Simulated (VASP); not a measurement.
The system is Dy3C.

```
CELL_PARAMETERS angstrom
-1.88310 1.88310 6.44724
1.88310 -1.88310 6.44724
1.88310 1.88310 -6.44724
ATOMIC_POSITIONS crystal
Dy 0.17325 0.17325 0.00000
Dy 0.82675 0.82675 0.00000
Dy 0.50000 0.50000 0.00000
C 0.00000 0.00000 0.00000
```

The cell was generated, and may not be a known phase.

```yaml
Program: VASP 6.6.1
Task: relaxation of cell and atoms
Functional: PBE
Potentials_or_basis: VASP PAW PBE potentials, release 64 (Dy_3, C), 4f in core
Cutoff: 600 eV
k_mesh: 6 × 6 × 6
Occupations: gaussian, width 0.1 eV
Spin: no spin polarisation
```

At the start: pressure 4.3 GPa; volume 22.86 Å³/atom.

Where does the relaxation end?

Over 10 steps the energy falls by 122.8 meV/atom and the volume is 24.17 Å³/atom (+5.7 %); space group I4/mmm (No. 139, to 0.1 Å) before and after.

The path:
```csv
step,energy change (eV),largest force (eV/Å),pressure (GPa),volume (Å³)
1,0.0000,0.1920,4.29,91.45
2,-0.2362,1.0007,-3.08,99.58
3,-0.2397,0.9114,-2.30,98.48
4,-0.4043,0.7136,-0.96,96.25
5,-0.4452,0.5985,0.38,94.66
6,-0.4454,0.5879,0.52,94.51
7,-0.4814,0.2446,0.41,95.32
8,-0.4898,0.0028,0.40,95.94
9,-0.4909,0.0501,-0.41,97.11
10,-0.4913,0.0318,-0.14,96.70
```

Final structure:
```
Dy C
1.0
    -1.81372    1.81372    7.34867
     1.81372   -1.81372    7.34867
     1.81372    1.81372   -7.34867
Dy C
3 1
Direct
  0.16408 0.16408 0.00000
  0.83592 0.83592 0.00000
  0.50000 0.50000 0.00000
  0.00000 0.00000 0.00000
```
